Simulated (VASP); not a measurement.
Set up this calculation in VASP 6.6.1, as the native input.

| Quantity | Value |
| --- | --- |
| Task | single point |
| Functional | PBE |
| Potentials or basis | VASP PAW PBE potentials, release 64 (Cd, S) |
| Cutoff | 520 eV |
| k mesh | 13 × 13 × 13 |
| Occupations | fermi-dirac, width 0.1 eV |
| Spin | no spin polarisation |
| Dipole correction | no |
| Further INCAR settings | ALGO = Normal; EDIFF = 1e-07; NBANDS = 16 |

The structure of CdS (rocksalt type) lies in POSCAR:

```
CdS
1.0
    0.0000000000      2.2510188071      2.2510188071
    2.2510188071      0.0000000000      2.2510188071
    2.2510188071      2.2510188071      0.0000000000
Cd S
1 1
Direct
    0.0000000000      0.0000000000      0.0000000000
    0.5000000000      0.5000000000      0.5000000000
```

The input as run:

INCAR

```
SYSTEM = CdS
  PREC = Accurate
  ENCUT = 520
  EDIFF = 1E-7
  ISMEAR = -1
  SIGMA = 0.1
  LREAL = .FALSE.
  LASPH = .TRUE.
  NELM = 100
  ALGO = Normal
  ISIF = 2
  LWAVE = .FALSE.
  LCHARG = .FALSE.
  GGA = PE
  NBANDS = 16
```

KPOINTS

```
Automatic mesh
0
G
  13 13 13
  0 0 0
```

Potentials or basis: VASP PAW PBE potentials, release 64 (Cd, S).

Command:

```console
$ cat potpaw_PBE.64/Cd/POTCAR potpaw_PBE.64/S/POTCAR > POTCAR
$ mpirun -np 1 vasp_std > vasp.out
```

It gave:

```yaml
Pressure: 178.8 GPa
Band_gap_on_the_k_mesh: zero (bands 9 and 10 overlap by 0.33 eV)
```

Caveat: the cell stands under pressure; semilocal functionals underestimate gaps, so a narrow gap can read as zero.

It took 30 s on 1 thread of Intel Xeon 8259CL, with other jobs on the host, peak memory 0.16 GiB.
